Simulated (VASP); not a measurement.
Write the native input for VASP 6.6.1 that does the following.

- Task: relaxation of cell and atoms
- Functional: PBEsol
- Potentials or basis: VASP PAW PBE potentials, release 64 (Ba_sv, Te)
- Cutoff: 600 eV
- k mesh: 8 × 8 × 8
- Occupations: gaussian, width 0.02 eV
- Spin: no spin polarisation
- Dipole correction: no
- Further INCAR settings: ALGO = Normal; EDIFF = 1e-06; IBRION = 2; EDIFFG = -0.005; NSW = 100; ISIF = 3

The structure of BaTe lies in POSCAR:

```
BaTe
1.0
    0.0000000000      3.3806921758      3.3806921758
    3.3806921758      0.0000000000      3.3806921758
    3.3806921758      3.3806921758      0.0000000000
Ba Te
1 1
Direct
    0.0000000000      0.0000000000      0.0000000000
    0.5000000000      0.5000000000      0.5000000000
```

These files were run (other wordings do the same):

INCAR

```
SYSTEM = BaTe
ALGO     = Normal         ! electronic algorithm
EDIFF    = 1E-6           ! SCF threshold, eV
EDIFFG   = -0.005         ! ionic threshold
ENCUT    = 600            ! plane-wave cutoff, eV
GGA      = PS             ! functional
IBRION   = 2              ! ionic algorithm
ISIF     = 3              ! what is computed and relaxed
ISMEAR   = 0              ! smearing method
LASPH    = .TRUE.         ! aspherical terms in the spheres
LCHARG   = .FALSE.        ! write CHGCAR
LREAL    = .FALSE.        ! projectors in reciprocal space
LWAVE    = .FALSE.        ! write WAVECAR
NELM     = 100            ! most SCF steps
NSW      = 100            ! ionic steps
PREC     = Accurate       ! precision mode
SIGMA    = 0.02           ! smearing width, eV
```

KPOINTS

```
k-points
0
G
  8 8 8
  0 0 0
```

Potentials or basis: VASP PAW PBE potentials, release 64 (Ba_sv, Te).

Command:

```console
$ cat potpaw_PBE.64/Ba_sv/POTCAR potpaw_PBE.64/Te/POTCAR > POTCAR
$ mpirun -np 1 vasp_std > vasp.out
```

Results of the run:

* Relaxed volume: 42.29 Å³/atom
* Relaxed cell: a = 4.927 Å, b = 4.927 Å, c = 4.927 Å, α = 60.00°, β = 60.00°, γ = 60.00°
* Space group after relaxing (to 0.1 Å): Fm-3m (No. 225)
* Energy gained by relaxing: 37.0 meV/atom
* Ionic steps: 3
* Pressure after relaxing: 0.0 GPa
* Band gap on the k mesh: 1.40 eV (least direct gap 1.79 eV)

Caveat: the PAW data sets were made with another functional, which shifts forces and pressure a little; spin-orbit coupling is left out, which moves the levels of the heavy elements.

Wall time 120 s on 1 thread of AMD EPYC 7R43 64-Core Processor (Zen 3), on a shared host, peak memory 0.22 GiB.
